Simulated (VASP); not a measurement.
A run of VASP 6.6.1 is set up as follows.

INCAR

```
SYSTEM = AlN
PREC = Accurate ; ENCUT = 520
EDIFF = 1E-7 ; ISMEAR = 0
SIGMA = 0.05 ; LREAL = .FALSE.
LASPH = .TRUE. ; NELM = 80
ALGO = Normal ; ISIF = 2
LWAVE = .FALSE. ; LCHARG = .TRUE.
GGA = CA ; LELF = .TRUE.
LVHAR = .TRUE. ; NBANDS = 16
```

Contents of KPOINTS:

```
regular mesh
0
G
  9 9 6
  0 0 0
```

POSCAR

```
AlN
1.0
    3.2211525400      0.0000000000      0.0000000000
   -1.6105762700      2.7895999291      0.0000000000
    0.0000000000      0.0000000000      4.0322059422
Al N
2 2
Direct
    0.3333333333      0.6666666667      0.7664069085
    0.6666666667      0.3333333333      0.2664069085
    0.3333333333      0.6666666667      0.2183955428
    0.6666666667      0.3333333333      0.7183955428
```

Potentials or basis: VASP PAW LDA potentials, release 64 (Al, N).

The run is started by

```bash
$ cat potpaw_LDA.64/Al/POTCAR potpaw_LDA.64/N/POTCAR > POTCAR
$ mpirun -np 1 vasp_std > vasp.out
```

(1) Estimate the band gap on the k mesh.

(2) Predict the pressure.

(3) Estimate the largest force.

Answers

(1) 4.16 eV, direct.

(2) 18.4 GPa.

(3) 1.347 eV/Å.

Caveat: forces of over 1 eV/Å act on the atoms, so gaps and moduli don't describe the material at rest.
